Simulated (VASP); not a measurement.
Crystal: Mg.

```
CELL_PARAMETERS angstrom
3.23055 0.00000 0.00000
-1.61528 2.79774 0.00000
0.00000 0.00000 5.24481
ATOMIC_POSITIONS crystal
Mg 0.66667 0.33333 0.75000
Mg 0.33333 0.66667 0.25000
```

Base run:

* Program: VASP 6.6.1
* Functional: RPBE
* Dispersion: D3(BJ)
* Potentials or basis: VASP PAW PBE potentials, release 64 (Mg)
* Cutoff: 520 eV
* k mesh: 10 × 10 × 5
* Occupations: fermi-dirac, width 0.05 eV
* Spin: no spin polarisation

Its results: band gap on the k mesh zero (band 2 reaches 3.22 eV, above the bottom of band 3 at 1.36 eV); pressure -13.3 GPa.

Problem. The run is repeated on the same cell with these changes: dispersion from D3(BJ) to D4; further incar settings from ALGO = Normal; EDIFF = 1e-07; NBANDS = 9 to ALGO = Fast; EDIFF = 1e-06; NBANDS = 9. What comes out?

Solution. Band gap on the k mesh zero (band 2 reaches 3.22 eV, above the bottom of band 3 at 1.36 eV); pressure -2.1 GPa.

Caveats: the PAW data sets were made with another functional, which shifts forces and pressure a little; pairwise dispersion overbinds metals, which lowers pressure and volume.
